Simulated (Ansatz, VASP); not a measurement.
Zr in VASP and in Ansatz

```
CELL_PARAMETERS angstrom
0.00000 2.00131 2.25500
2.25500 0.00000 2.25500
2.25500 2.00131 0.00000
ATOMIC_POSITIONS crystal
Zr 0.00000 0.00000 0.00000
```

Change from the starting cell: strain -0.1125 x Voigt [0, 1, 0, 0, 0, 0], atoms carried along.

Alike in both runs: task single point; functional LDA; k mesh 18 × 18 × 18; occupations gaussian, width 0.15 eV; no spin polarisation.

|  | VASP | Ansatz |
| --- | --- | --- |
| version | VASP 6.6.1 | Ansatz 0.2.0 |
| potentials or method | VASP PAW LDA potentials, release 64 (Zr_sv), cutoff 520 eV | scalar-relativistic, plane waves, PAW |
| valence electrons in the cell | 12 | 12 |

```tsv
	VASP	Ansatz	Ansatz less VASP
gap on the k mesh at the Fermi level (eV)	none	none	-
pressure (GPa)	5.9	5.8	-0.12
traceless stress, the component that is largest in VASP (GPa)	0.83	0.87	+0.039
```

LDA's correlation is that of Perdew and Zunger in VASP and of Perdew and Wang (1992) in Ansatz. A gap of «none» marks a metal or a gap that the smearing closes.
